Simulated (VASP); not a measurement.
Crystal: KI.

```
CELL_PARAMETERS angstrom
4.29094 0.00000 0.00000
0.00000 4.29094 0.00000
0.00000 0.00000 4.29094
ATOMIC_POSITIONS crystal
K 0.00000 0.00000 0.00000
I 0.50000 0.50000 0.50000
```

Base run:

| Quantity | Value |
| --- | --- |
| Program | VASP 6.6.1 |
| Functional | r2SCAN |
| Potentials or basis | VASP PAW PBE potentials, release 64 (K_sv, I) |
| Cutoff | 550 eV |
| k mesh | 6 × 6 × 6 |
| Occupations | gaussian, width 0.01 eV |
| Spin | no spin polarisation |

Its results: band gap on the k mesh 4.04 eV, indirect (least direct gap 4.41 eV); pressure 0.0 GPa.

Task: The run is repeated on the same cell with these changes: functional from r2SCAN to PBE; cutoff from 550 eV to 500 eV. What comes out?

Result: Band gap on the k mesh 3.33 eV, indirect (least direct gap 3.69 eV); pressure 0.5 GPa.

r2SCAN gives the wider gap, since meta-GGAs in the generalised Kohn-Sham scheme recover part of the derivative discontinuity.

Caveats: spin-orbit coupling is left out, which moves the levels of the heavy elements; the PAW data sets were made with another functional, which shifts forces and pressure a little (some runs).

A k mesh can miss the band edges.
